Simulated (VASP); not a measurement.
Hf: single point with PBEsol+D3(BJ)

Crystal: Hf.

```
CELL_PARAMETERS angstrom
-1.49222 1.49222 1.49222
1.49222 -1.49222 1.49222
1.49222 1.49222 -1.49222
ATOMIC_POSITIONS crystal
Hf 0.00000 0.00000 0.00000
```

```
Program                : VASP 6.6.1
Task                   : single point
Functional             : PBEsol
Dispersion             : D3(BJ)
Potentials or basis    : VASP PAW PBE potentials, release 64 (Hf_pv)
Cutoff                 : 500 eV
k mesh                 : 18 × 18 × 18
Occupations            : gaussian, width 0.1 eV
Spin                   : no spin polarisation
Dipole correction      : no
Further INCAR settings : ALGO = Normal; EDIFF = 1e-06; NBANDS = 11
```

```yaml
Pressure: 99.2 GPa
Band_gap_on_the_k_mesh: zero (band 5 reaches 10.19 eV, above the bottom of band 6 at 7.38 eV)
Dispersion_energy_per_atom: -0.866 eV
```

Levels at points of the mesh, in eV from the Fermi level:
```
           k point  band 1  band 2  band 3  band 4  band 5  band 6  band 7  band 8  band 9  band 10
(0.00, 0.00, 0.00)  -27.76  -27.76  -27.76   -8.12    1.60    1.60    1.60    6.18    6.18    14.76
(0.50, 0.00, 0.00)  -31.62  -28.92  -27.84   -5.51   -2.07    5.00    6.64    8.22   13.30    13.41
(0.50, 0.50, 0.50)  -30.29  -30.29  -30.29   -5.81   -5.81   11.53   11.53   11.53   13.17    13.17
```

It took 14 s on 1 thread of Intel Xeon 6975P-C (shared host), peak memory 0.16 GiB.

Caveat: the PAW data sets were made with another functional, which shifts forces and pressure a little; spin-orbit coupling is left out, which moves the levels of the heavy elements; pairwise dispersion overbinds metals, which lowers pressure and volume.
